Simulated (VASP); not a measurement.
# Si3IrRu (R-3m) in VASP: single point with PBE

Aim: the single point of Si3IrRu with PBE.

Program: VASP 6.6.1. These are calculated values, not measurements. Logs are shortened: lines on timing, memory, paths and dates and some standing lists are left out, and cuts for length are marked.

## 1. The cell of the first run

It takes space group R-3m (No. 166, trigonal). Conventional cell: a = 4.990 Å, b = 4.990 Å, c = 11.717 Å, α = 90.00°, β = 90.00°, γ = 120.00°. Si (site symmetry 2/m) has 2 Ru at 2.43 Å and 2 Ir at 2.49 Å and 4 Si at 2.49 Å within 3.2 Å. Within 3.2 Å of Ru (site symmetry -3m) lie 6 Si at 2.43 Å. Ir (site symmetry -3m) has 6 Si at 2.49 Å within 3.3 Å.

The cell was generated, and may not be a known phase.

## 2. Single point, PBE

Contents of INCAR:

```
SYSTEM = Si3IrRu
PREC = Accurate
ENCUT = 500
EDIFF = 1E-6
ISMEAR = 0
SIGMA = 0.2
LREAL = .False.
LASPH = .True.
NELM = 120
ALGO = Normal
ISIF = 2
LWAVE = .False.
LCHARG = .True.
GGA = PE
LELF = .True.
LVHAR = .True.
NBANDS = 26
GGA_COMPAT = .False.
```

Contents of KPOINTS:

```
Automatic mesh
0
Gamma
  5 5 5
  0 0 0
```

Contents of POSCAR:

```
Si3IrRu
1.0
    2.4949484336      1.4404591498      3.9058057205
   -2.4949484336      1.4404591498      3.9058057205
    0.0000000000     -2.8809182996      3.9058057205
Si Ru Ir
3 1 1
Direct
    0.5000000000      0.5000000000      0.0000000000
    0.0000000000      0.5000000000      0.5000000000
    0.5000000000      0.0000000000      0.5000000000
    0.5000000000      0.5000000000      0.5000000000
    0.0000000000      0.0000000000      0.0000000000
```

Potentials or basis: VASP PAW PBE potentials, release 64 (Si, Ru_pv, Ir).

Launch:

```bash
cat potpaw_PBE.64/Si/POTCAR potpaw_PBE.64/Ru_pv/POTCAR potpaw_PBE.64/Ir/POTCAR > POTCAR
mpirun -np 1 vasp_std > vasp.out
```

OUTCAR:

```text
SYSTEM = Si3IrRu
   PREC = Accurate
   ENCUT = 500
   EDIFF = 1E-6
   ISMEAR = 0
   LREAL = .False.
   LASPH = .True.
   NELM = 120
   ISIF = 2
   GGA = PE

 ion  position               nearest neighbor table
   1  0.500  0.500  0.000-   4 2.43   4 2.43   5 2.49   5 2.49   3 2.49   3 2.49   2 2.49   2 2.49

   2  0.000  0.500  0.500-   4 2.43   4 2.43   3 2.49   3 2.49   5 2.49   1 2.49   5 2.49   1 2.49

   3  0.500  0.000  0.500-   4 2.43   4 2.43   2 2.49   2 2.49   1 2.49   5 2.49   1 2.49   5 2.49

   4  0.500  0.500  0.500-   2 2.43   3 2.43   3 2.43   2 2.43   1 2.43   1 2.43
   5  0.000  0.000  0.000-   1 2.49   1 2.49   2 2.49   2 2.49   3 2.49   3 2.49

  LATTYP: Found a trigonal (rhomboedric) cell.
 ALAT       =     4.8533502423
 COS(alpha) =     0.4714697160

  Lattice vectors:

 A1 = (   2.4949484336,   1.4404591498,   3.9058057205)
 A2 = (  -2.4949484336,   1.4404591498,   3.9058057205)
 A3 = (   0.0000000000,  -2.8809182996,   3.9058057205)

Analysis of symmetry for initial positions (statically):
=====================================================================
 Subroutine PRICEL returns:
 Original cell was already a primitive cell.

 Routine SETGRP: Setting up the symmetry group for a
 trigonal (rhombohedral) supercell.

 Subroutine GETGRP returns: Found 12 space group operations
 (whereof 12 operations were pure point group operations)
 out of a pool of 12 trial point group operations.

The static configuration has the point symmetry D_3d.

Analysis of symmetry for dynamics (positions and initial velocities):
=====================================================================
 Subroutine PRICEL returns:
 Original cell was already a primitive cell.

 Routine SETGRP: Setting up the symmetry group for a
 trigonal (rhombohedral) supercell.

 Subroutine GETGRP returns: Found 12 space group operations
 (whereof 12 operations were pure point group operations)
 out of a pool of 12 trial point group operations.

The dynamic configuration has the point symmetry D_3d.

 Subroutine INISYM returns: Found 12 space group operations
 (whereof 12 operations are pure point group operations),
 and found     1 'primitive' translations

----------------------------------------------------------------------------------------

                                     Primitive cell

  volume of cell :      84.2218

  direct lattice vectors                    reciprocal lattice vectors
     2.494948434  1.440459150  3.905805721     0.200404944  0.115703848  0.085343040
    -2.494948434  1.440459150  3.905805721    -0.200404944  0.115703848  0.085343040
     0.000000000 -2.880918300  3.905805721     0.000000000 -0.231407696  0.085343040

  length of vectors
     4.853350242  4.853350242  4.853350242     0.246643379  0.246643379  0.246643379

  position of ions in fractional coordinates (direct lattice)
     0.500000000  0.500000000  0.000000000
     0.000000000  0.500000000  0.500000000
     0.500000000  0.000000000  0.500000000
     0.500000000  0.500000000  0.500000000
     0.000000000  0.000000000  0.000000000

  ion indices of the primitive-cell ions
   primitive index   ion index
                 1           1
                 2           2
                 3           3
                 4           4
                 5           5

----------------------------------------------------------------------------------------

 KPOINTS: Automatic mesh

Automatic generation of k-mesh.
 Grid dimensions read from file:
 generate k-points for:    5    5    5

 Generating k-lattice:

  Cartesian coordinates                     Fractional coordinates (reciprocal lattice)
     0.040080989  0.023140770  0.017068608     0.200000000  0.000000000  0.000000000
    -0.040080989  0.023140770  0.017068608     0.000000000  0.200000000  0.000000000
     0.000000000 -0.046281539  0.017068608     0.000000000  0.000000000  0.200000000

  Length of vectors
     0.049328676  0.049328676  0.049328676

  Shift w.r.t. Gamma in fractional coordinates (k-lattice)
     0.000000000  0.000000000  0.000000000

 Subroutine IBZKPT returns following result:
 ===========================================

 Found     19 irreducible k-points:

 Following reciprocal coordinates:
            Coordinates               Weight
  0.000000  0.000000  0.000000      1.000000
  0.200000  0.000000  0.000000      6.000000
  0.400000  0.000000  0.000000      6.000000
  0.200000  0.200000  0.000000      6.000000
  0.400000  0.200000  0.000000     12.000000
 -0.400000  0.200000 -0.000000     12.000000
[... 11 lines left out ...]
  0.400000  0.400000  0.400000      2.000000
 -0.400000  0.400000  0.400000      6.000000
   k-points           NKPTS =     19   k-points in BZ     NKDIM =     19   number of bands    NBANDS=     26
   number of dos      NEDOS =    301   number of ions     NIONS =      5
   total plane-waves  NPLWV =  46656
   dimension x,y,z NGX =    36 NGY =   36 NGZ =   36
   dimension x,y,z NGXF=    72 NGYF=   72 NGZF=   72
   ions per type =               3   1   1
   NGX,Y,Z   is equivalent  to a cutoff of  12.33, 12.33, 12.33 a.u.
   NGXF,Y,Z  is equivalent  to a cutoff of  24.66, 24.66, 24.66 a.u.
 SYSTEM =  Si3IrRu
   PREC   = accura    normal or accurate (medium, high low for compatibility)
   ISTART =      0    job   : 0-new  1-cont  2-samecut
   ICHARG =      2    charge: 1-file 2-atom 10-const
   ISPIN  =      1    spin polarized calculation?
   LNONCOLLINEAR =      F non collinear calculations
   LSORBIT =      F    spin-orbit coupling
   LASPH  =      T    aspherical Exc in radial PAW
   ENCUT  =  500.0 eV  36.75 Ry    6.06 a.u.   8.85  8.85  8.85*2*pi/ulx,y,z
   NELM   =    120;   NELMIN=  2; NELMDL= -5     # of ELM steps
   EDIFF  = 0.1E-05   stopping-criterion for ELM
   LREAL  =      F    real-space projection
   EDIFFG = 0.1E-04   stopping-criterion for IOM
   NSW    =      0    number of steps for IOM
   IBRION =     -1    ionic relax: 0-MD 1-quasi-New 2-CG
   NFREE  =      0    steps in history (QN), initial steepest desc. (CG)
   ISIF   =      2    stress and relaxation
   ISYM   =      2    0-nonsym 1-usesym 2-fastsym
   POTIM  = 0.5000    time-step for ionic-motion
   TEBEG  =    0.0;   TEEND  =   0.0 temperature during run
   PSTRESS=    0.0 pullay stress
   NELECT =      35.0000    total number of electrons
   NUPDOWN=      -1.0000    fix difference up-down
   EMIN   =  10.00;   EMAX   =-10.00  energy-range for DOS
   EFERMI =   0.00;   METHOD = LEGACY
   ISMEAR =     0;   SIGMA  =   0.20  broadening in eV -4-tet -1-fermi 0-gaus
   EFERMI_NEDOS =   21; number of points for ismear=-14 and -15
   IALGO  =     38    algorithm
   IMIX   =      4    mixing-type and parameters
     AMIX     =   0.40;   BMIX     =  1.00
     AMIX_MAG =   1.60;   BMIX_MAG =  1.00
  volume/ion in A,a.u.               =      16.84       113.67
  Fermi-wavevector in a.u.,A,eV,Ry     =   1.221676  2.308633 20.306590  1.492492
  Thomas-Fermi vector in A             =   2.356850
   LORBIT       =      0    0 simple, 1 ext, 2 COOP (PROOUT), +10 PAW based schemes
   GGA     = PE    functional components
   LHFCALC =     F    Hartree Fock is set to
   AEXX    =    0.0000 exact exchange contribution
   IVDW    =     0    specifies the selected vdW correction
   LEPSILON=     F    determine dielectric tensor
   LRPA    =     F    only Hartree local field effects (RPA)
 non-spin polarized calculation
 Gauss-broadening in eV      SIGMA  =   0.20
  energy-cutoff  :      500.00
  volume of cell :       84.22
 maximum number of plane-waves:      2153
   NGX = 17   NGY = 17   NGZ = 17

 number of electron      34.9999996 magnetization

 Free energy of the ion-electron system (eV)
  ---------------------------------------------------
  ext. energy  EPLUGINS =         0.00000000
  ---------------------------------------------------
  free energy    TOTEN  =       -32.57407552 eV

  energy without entropy =      -32.49227867  energy(sigma->0) =      -32.53317709

 E-fermi :   7.9085     XC(G=0): -11.1196

 val. band max:        7.8514366180   @ k =   0.4000   0.4000   0.0000
 cond. band min:       7.9406023313   @ k =  -0.4000   0.2000  -0.0000
 fundamental gap:      0.0891657133
 Fermi energy:         7.9084527059

 k-point     1 :       0.0000    0.0000    0.0000
  band No.  band energies     occupation
      1     -34.5960      2.00000
      2     -34.1471      2.00000
      3     -34.1471      2.00000
      4      -5.0767      2.00000
      5       0.4598      2.00000
      6       0.4598      2.00000
[... 18 lines left out ...]
     25      14.3151      0.00000
     26      14.5624      0.00000

 k-point     2 :       0.2000    0.0000    0.0000
  band No.  band energies     occupation
      1     -34.5964      2.00000
      2     -34.1474      2.00000
      3     -34.1471      2.00000
      4      -4.7230      2.00000
      5      -0.5100      2.00000
      6       0.5882      2.00000
[... 18 lines left out ...]
     25      13.5465      0.00000
     26      14.5628      0.00000

 k-point     3 :       0.4000    0.0000    0.0000
  band No.  band energies     occupation
      1     -34.5971      2.00000
      2     -34.1479      2.00000
      3     -34.1471      2.00000
      4      -3.7729      2.00000
      5      -1.9542      2.00000
      6       0.8371      2.00000
[... 18 lines left out ...]
     25      12.8910      0.00000
     26      14.1649      0.00000

 k-point     4 :       0.2000    0.2000    0.0000
  band No.  band energies     occupation
      1     -34.5968      2.00000
      2     -34.1474      2.00000
      3     -34.1472      2.00000
      4      -4.6431      2.00000
      5      -0.5159      2.00000
      6       0.7250      2.00000
[... 18 lines left out ...]
     25      13.9911      0.00000
     26      14.5681      0.00000

 k-point     5 :       0.4000    0.2000    0.0000
  band No.  band energies     occupation
      1     -34.5975      2.00000
      2     -34.1479      2.00000
      3     -34.1473      2.00000
      4      -3.9176      2.00000
      5      -1.4253      2.00000
      6       0.1484      2.00000
[... 18 lines left out ...]
     25      13.7553      0.00000
     26      14.8397      0.00000

 k-point     6 :      -0.4000    0.2000   -0.0000
  band No.  band energies     occupation
      1     -34.5975      2.00000
      2     -34.1480      2.00000
      3     -34.1473      2.00000
      4      -3.1996      2.00000
      5      -2.2160      2.00000
      6      -0.4065      2.00000
[... 282 lines left out ...]
 k-point    16 :      -0.2000    0.4000    0.2000
  band No.  band energies     occupation
      1     -34.5979      2.00000
      2     -34.1479      2.00000
      3     -34.1476      2.00000
      4      -2.9853      2.00000
      5      -2.3053      2.00000
      6      -0.4578      2.00000
[... 18 lines left out ...]
     25      14.2772      0.00000
     26      14.8795      0.00000

 k-point    17 :      -0.4000   -0.4000    0.2000
  band No.  band energies     occupation
      1     -34.5986      2.00000
      2     -34.1480      2.00000
      3     -34.1478      2.00000
      4      -3.1042      2.00000
      5      -2.3192      2.00000
      6       0.9150      2.00000
[... 18 lines left out ...]
     25      13.6316      0.00000
     26      14.4262      0.00000

 k-point    18 :       0.4000    0.4000    0.4000
  band No.  band energies     occupation
      1     -34.5994      2.00000
      2     -34.1479      2.00000
      3     -34.1479      2.00000
      4      -4.3767      2.00000
      5       0.5864      2.00000
      6       0.9751      2.00000
[... 18 lines left out ...]
     25      15.5367      0.00000
     26      15.7030      0.00000

 k-point    19 :      -0.4000    0.4000    0.4000
  band No.  band energies     occupation
      1     -34.5994      2.00000
      2     -34.1480      2.00000
      3     -34.1479      2.00000
      4      -3.9825      2.00000
      5      -0.8953      2.00000
      6       1.1285      2.00000
[... 18 lines left out ...]
     25      14.4783      0.00000
     26      14.8877      0.00000

------------------------ aborting loop because EDIFF is reached ----------------------------------------

  FORCE on cell =-STRESS in cart. coord.  units (eV):
  Direction    XX          YY          ZZ          XY          YZ          ZX
  --------------------------------------------------------------------------------------
  -------------------------------------------------------------------------------------
  Total        0.2281711      0.2281711      0.0055984      0.0000000      0.0000000      0.0000000
  in kB        4.3405704      4.3405704      0.1065003      0.0000000      0.0000000      0.0000000
  external PRESSURE =       2.9292137 kB  Pullay stress =       0.0000000 kB

 VOLUME and BASIS-vectors are now :
 -----------------------------------------------------------------------------
  energy-cutoff  :      500.00
  volume of cell :       84.22
      direct lattice vectors                 reciprocal lattice vectors
     2.494948434  1.440459150  3.905805721     0.200404944  0.115703848  0.085343040
    -2.494948434  1.440459150  3.905805721    -0.200404944  0.115703848  0.085343040
     0.000000000 -2.880918300  3.905805721     0.000000000 -0.231407696  0.085343040

 POSITION                                       TOTAL-FORCE (eV/Angst)
 -----------------------------------------------------------------------------------
      0.00000      1.44046      3.90581        -0.000000     -0.000000      0.000000
     -1.24747     -0.72023      3.90581        -0.000000     -0.000000      0.000000
      1.24747     -0.72023      3.90581         0.000000     -0.000000      0.000000
      0.00000      0.00000      5.85871         0.000000      0.000000     -0.000000
      0.00000      0.00000      0.00000        -0.000000     -0.000000      0.000000
 -----------------------------------------------------------------------------------
    total drift:                                0.000000     -0.000000      0.000000

  FREE ENERGIE OF THE ION-ELECTRON SYSTEM (eV)
  ---------------------------------------------------
  free  energy   TOTEN  =       -32.5740755211 eV

  energy  without entropy=      -32.4922786689  energy(sigma->0) =      -32.53317709
```

Wall time 35 s (1 thread of Intel Xeon Platinum 8559C (Emerald Rapids), shared host); peak memory 0.22 GiB.

What came out:

```yaml
Free_energy: -32.5741 eV
Pressure: 0.3 GPa
Band_gap_on_the_k_mesh: zero (an odd number of electrons rules out a gap without spin polarisation)
```

Stress tensor (GPa, compression positive):
```
0.43 0.00 0.00
0.00 0.43 0.00
0.00 0.00 0.01
```

Levels at points of the mesh, in eV from the Fermi level:
```tsv
k point	band 14	band 15	band 16	band 17	band 18	band 19	band 20	band 21	band 22	band 23
(0.00, 0.00, 0.00)	-2.13	-2.10	-2.10	-0.36	-0.36	1.09	1.09	1.57	2.82	2.82
```

Caveat: spin-orbit coupling is left out, which moves the levels of the heavy elements.

The gap in the log of VASP goes by the Fermi energy; the results here count the filled bands.